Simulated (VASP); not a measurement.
# F (Fd-3m) in VASP: further runs

Runs on F. Level: PBE. Tasks: single point.

All numbers are computed with VASP 6.6.1; they aren't measurements. Logs are shortened: lines on timing, memory, paths and dates and some standing lists are left out, and cuts for length are marked.

### 1 The cell of the first run

Symmetry: Fd-3m, No. 227, cubic system. The conventional cell has a = 4.877 Å, b = 4.877 Å, c = 4.877 Å, α = 90.00°, β = 90.00°, γ = 90.00°. F (site symmetry -43m) has 4 F at 2.11 Å within 2.8 Å.

### 2 Single point, PBE

The input, INCAR:

```
SYSTEM = F
PREC = Accurate ; ENCUT = 600
EDIFF = 1E-6 ; ISMEAR = -1
SIGMA = 0.1 ; LREAL = .False.
LASPH = .True. ; NELM = 120
ALGO = Normal ; ISIF = 2
LWAVE = .False. ; LCHARG = .True.
GGA = PE ; LELF = .True.
LVHAR = .True. ; NBANDS = 14
GGA_COMPAT = .False.
```

The input, KPOINTS:

```
Automatic mesh
0
Gamma
  6 6 6
  0 0 0
```

The input, POSCAR:

```
F
1.0
   -2.4386116137      0.0000000000      2.4386116137
    0.0000000000      2.4386116137      2.4386116137
   -2.4386116137      2.4386116137      0.0000000000
F
2
Direct
    0.0000000000      0.0000000000      0.0000000000
    0.2500000000      0.2500000000      0.2500000000
```

Potentials or basis: VASP PAW PBE potentials, release 64 (F).

Started as:

```
cat potpaw_PBE.64/F/POTCAR > POTCAR
mpirun -np 1 vasp_std > vasp.out
```

OUTCAR:

```text
SYSTEM = F
   PREC = Accurate
   ENCUT = 600
   EDIFF = 1E-6
   ISMEAR = -1
   LREAL = .False.
   LASPH = .True.
   NELM = 120
   ISIF = 2
   GGA = PE

 ion  position               nearest neighbor table
   1  0.000  0.000  0.000-
   2  0.250  0.250  0.250-

  LATTYP: Found a face centered cubic cell.
 ALAT       =     4.8772232274

  Lattice vectors:

 A1 = (  -2.4386116137,   0.0000000000,   2.4386116137)
 A2 = (   0.0000000000,   2.4386116137,   2.4386116137)
 A3 = (  -2.4386116137,   2.4386116137,   0.0000000000)

Analysis of symmetry for initial positions (statically):
=====================================================================
 Subroutine PRICEL returns:
 Original cell was already a primitive cell.

 Routine SETGRP: Setting up the symmetry group for a
 face centered cubic supercell.

 Subroutine GETGRP returns: Found 48 space group operations
 (whereof 24 operations were pure point group operations)
 out of a pool of 48 trial point group operations.

The static configuration has the point symmetry T_d .
 The point group associated with its full space group is O_h .

Analysis of symmetry for dynamics (positions and initial velocities):
=====================================================================
 Subroutine PRICEL returns:
 Original cell was already a primitive cell.

 Routine SETGRP: Setting up the symmetry group for a
 face centered cubic supercell.

 Subroutine GETGRP returns: Found 48 space group operations
 (whereof 24 operations were pure point group operations)
 out of a pool of 48 trial point group operations.

The dynamic configuration has the point symmetry T_d .
 The point group associated with its full space group is O_h .

 Subroutine INISYM returns: Found 48 space group operations
 (whereof 24 operations are pure point group operations),
 and found     1 'primitive' translations

----------------------------------------------------------------------------------------

                                     Primitive cell

  volume of cell :      29.0040

  direct lattice vectors                    reciprocal lattice vectors
    -2.438611614  0.000000000  2.438611614    -0.205034700 -0.205034700  0.205034700
     0.000000000  2.438611614  2.438611614     0.205034700  0.205034700  0.205034700
[... 82 lines left out ...]
   ISIF   =      2    stress and relaxation
   ISYM   =      2    0-nonsym 1-usesym 2-fastsym
   POTIM  = 0.5000    time-step for ionic-motion
   TEBEG  =    0.0;   TEEND  =   0.0 temperature during run
   PSTRESS=    0.0 pullay stress
   NELECT =      14.0000    total number of electrons
   NUPDOWN=      -1.0000    fix difference up-down
   EMIN   =  10.00;   EMAX   =-10.00  energy-range for DOS
   EFERMI =   0.00;   METHOD = LEGACY
   ISMEAR =    -1;   SIGMA  =   0.10  broadening in eV -4-tet -1-fermi 0-gaus
   EFERMI_NEDOS =   21; number of points for ismear=-14 and -15
   IALGO  =     38    algorithm
   IMIX   =      4    mixing-type and parameters
     AMIX     =   0.40;   BMIX     =  1.00
     AMIX_MAG =   1.60;   BMIX_MAG =  1.00
  volume/ion in A,a.u.               =      14.50        97.86
  Fermi-wavevector in a.u.,A,eV,Ry     =   1.284197  2.426780 22.438199  1.649161
  Thomas-Fermi vector in A             =   2.416405
   LORBIT       =      0    0 simple, 1 ext, 2 COOP (PROOUT), +10 PAW based schemes
   GGA     = PE    functional components
   LHFCALC =     F    Hartree Fock is set to
   AEXX    =    0.0000 exact exchange contribution
   IVDW    =     0    specifies the selected vdW correction
   LEPSILON=     F    determine dielectric tensor
   LRPA    =     F    only Hartree local field effects (RPA)
 non-spin polarized calculation
  energy-cutoff  :      600.00
  volume of cell :       29.00
 maximum number of plane-waves:       982
   NGX = 13   NGY = 13   NGZ = 13

 number of electron      14.0000017 magnetization

 Free energy of the ion-electron system (eV)
  ---------------------------------------------------
  ext. energy  EPLUGINS =         0.00000000
  ---------------------------------------------------
  free energy    TOTEN  =        -2.00224088 eV

  energy without entropy =       -1.82257639  energy(sigma->0) =       -1.91240863

 E-fermi :  -4.9647     XC(G=0):  -8.1110

 val. band max:       -4.9784654854   @ k =   0.5000   0.3333   0.1667
 cond. band min:      -4.9362638870   @ k =  -0.3333   0.3333   0.0000
 fundamental gap:      0.0422015984
 Fermi energy:        -4.9646562948

 k-point     1 :       0.0000    0.0000    0.0000
  band No.  band energies     occupation
      1     -26.9083      2.00000
      2     -24.1395      2.00000
      3      -7.4221      2.00000
      4      -7.4221      2.00000
      5      -7.4221      2.00000
      6      -5.6541      1.99797
      7      -5.6541      1.99797
      8      -5.6541      1.99797
      9       5.0234      0.00000
     10      19.2531      0.00000
     11      19.2531      0.00000
     12      19.2531      0.00000
     13      20.5151      0.00000
     14      20.5153      0.00000
[... 241 lines left out ...]
      1     -25.5678      2.00000
      2     -25.5678      2.00000
      3      -8.4876      2.00000
      4      -8.4876      2.00000
      5      -6.5958      2.00000
      6      -6.5958      2.00000
      7      -4.7472      0.20405
      8      -4.7472      0.20405
      9       9.9898      0.00000
     10       9.9898      0.00000
     11      15.7618      0.00000
     12      15.7618      0.00000
     13      21.0640      0.00000
     14      21.0640      0.00000

------------------------ aborting loop because EDIFF is reached ----------------------------------------

  FORCE on cell =-STRESS in cart. coord.  units (eV):
  Direction    XX          YY          ZZ          XY          YZ          ZX
  --------------------------------------------------------------------------------------
  -------------------------------------------------------------------------------------
  Total       -0.0058025     -0.0058025     -0.0058025      0.0000000     -0.0000000     -0.0000000
  in kB       -0.3205313     -0.3205313     -0.3205313      0.0000000     -0.0000000     -0.0000000
  external PRESSURE =      -0.3205313 kB  Pullay stress =       0.0000000 kB

 VOLUME and BASIS-vectors are now :
 -----------------------------------------------------------------------------
  energy-cutoff  :      600.00
  volume of cell :       29.00
      direct lattice vectors                 reciprocal lattice vectors
    -2.438611614  0.000000000  2.438611614    -0.205034700 -0.205034700  0.205034700
     0.000000000  2.438611614  2.438611614     0.205034700  0.205034700  0.205034700
    -2.438611614  2.438611614  0.000000000    -0.205034700  0.205034700 -0.205034700

 POSITION                                       TOTAL-FORCE (eV/Angst)
 -----------------------------------------------------------------------------------
      0.00000      0.00000      0.00000        -0.000000      0.000000      0.000000
     -1.21931      1.21931      1.21931         0.000000     -0.000000     -0.000000
 -----------------------------------------------------------------------------------
    total drift:                               -0.000000      0.000000      0.000000

  FREE ENERGIE OF THE ION-ELECTRON SYSTEM (eV)
  ---------------------------------------------------
  free  energy   TOTEN  =        -2.0022408775 eV

  energy  without entropy=       -1.8225763895  energy(sigma->0) =       -1.91240863
```

It took 9.8 s on 1 thread of Intel Xeon 8259CL, shared host; peak memory 0.14 GiB.

What came out:

```
Free energy            : -2.0022 eV
Pressure               : 0.0 GPa
Band gap on the k mesh : zero (band 7 reaches -4.70 eV, above the bottom of band 8 at -5.65 eV)
```

Caveat: the k points lie up to 0.37 Å⁻¹ apart.

### 3 Single point, PBE

The input, INCAR:

```
  ALGO = Normal
  EDIFF = 1E-6
  ENCUT = 600
  GGA = PE
  GGA_COMPAT = F
  ISIF = 2
  ISMEAR = -1
  LASPH = T
  LCHARG = F
  LREAL = F
  LWAVE = F
  NBANDS = 14
  NELM = 120
  PREC = Accurate
  SIGMA = 0.1
```

The input, KPOINTS:

```
k-points
0
Gamma
  6 6 6
```

POSCAR is that of step 2.

Potentials or basis: VASP PAW PBE potentials, release 64 (F).

Started as:

```
cat potpaw_PBE.64/F/POTCAR > POTCAR
mpirun -np 1 vasp_std > vasp.out
```

OUTCAR:

```text
EDIFF = 1E-6
   ENCUT = 600
   GGA = PE
   ISIF = 2
   ISMEAR = -1
   LASPH = T
   LREAL = F
   NELM = 120
   PREC = Accurate

 ion  position               nearest neighbor table
   1  0.000  0.000  0.000-
   2  0.250  0.250  0.250-

  LATTYP: Found a face centered cubic cell.
 ALAT       =     4.8772232274

  Lattice vectors:

[... 444 lines left out ...]
     11      15.7618      0.00000
     12      15.7618      0.00000
     13      21.0640      0.00000
     14      21.0640      0.00000

------------------------ aborting loop because EDIFF is reached ----------------------------------------

  FORCE on cell =-STRESS in cart. coord.  units (eV):
  Direction    XX          YY          ZZ          XY          YZ          ZX
  --------------------------------------------------------------------------------------
  -------------------------------------------------------------------------------------
  Total       -0.0058025     -0.0058025     -0.0058025      0.0000000     -0.0000000     -0.0000000
  in kB       -0.3205313     -0.3205313     -0.3205313      0.0000000     -0.0000000     -0.0000000
  external PRESSURE =      -0.3205313 kB  Pullay stress =       0.0000000 kB

 VOLUME and BASIS-vectors are now :
 -----------------------------------------------------------------------------
  energy-cutoff  :      600.00
  volume of cell :       29.00
      direct lattice vectors                 reciprocal lattice vectors
    -2.438611614  0.000000000  2.438611614    -0.205034700 -0.205034700  0.205034700
     0.000000000  2.438611614  2.438611614     0.205034700  0.205034700  0.205034700
    -2.438611614  2.438611614  0.000000000    -0.205034700  0.205034700 -0.205034700

 POSITION                                       TOTAL-FORCE (eV/Angst)
 -----------------------------------------------------------------------------------
      0.00000      0.00000      0.00000        -0.000000      0.000000      0.000000
     -1.21931      1.21931      1.21931         0.000000     -0.000000     -0.000000
 -----------------------------------------------------------------------------------
    total drift:                               -0.000000      0.000000      0.000000

  FREE ENERGIE OF THE ION-ELECTRON SYSTEM (eV)
  ---------------------------------------------------
  free  energy   TOTEN  =        -2.0022408775 eV

  energy  without entropy=       -1.8225763895  energy(sigma->0) =       -1.91240863
```

stdout:

```text
POSCAR found type information on POSCAR F
 POSCAR found :  1 types and       2 ions
 scaLAPACK will be used
 LDA part: xc-table for (Slater+PW92), standard interpolation
 POSCAR, INCAR and KPOINTS ok, starting setup
 FFT: planning ... GRIDC
 FFT: planning ... GRID_SOFT
 FFT: planning ... GRID
 WAVECAR not read
 entering main loop
```

Run time: 10 s. Hardware: 1 thread of Intel Xeon 8259CL, shared host; peak memory 0.14 GiB.

Results:

| Quantity | Value |
| --- | --- |
| Free energy | -2.0022 eV |
| Pressure | 0.0 GPa |
| Band gap on the k mesh | zero (band 7 reaches -4.70 eV, above the bottom of band 8 at -5.65 eV) |

Levels at points of the mesh, in eV from the Fermi level:
```csv
k point,band 4,band 5,band 6,band 7,band 8,band 9,band 10,band 11
"(0.00, 0.00, 0.00)",-2.46,-2.46,-0.69,-0.69,-0.69,9.99,24.22,24.22
"(0.50, 0.00, 0.00)",-2.91,-2.91,-0.25,-0.23,-0.23,13.82,15.81,21.28
"(0.50, 0.50, 0.00)",-3.43,-1.79,-1.79,0.27,0.27,14.78,14.78,22.11
```

Caveat: the k points lie up to 0.37 Å⁻¹ apart.
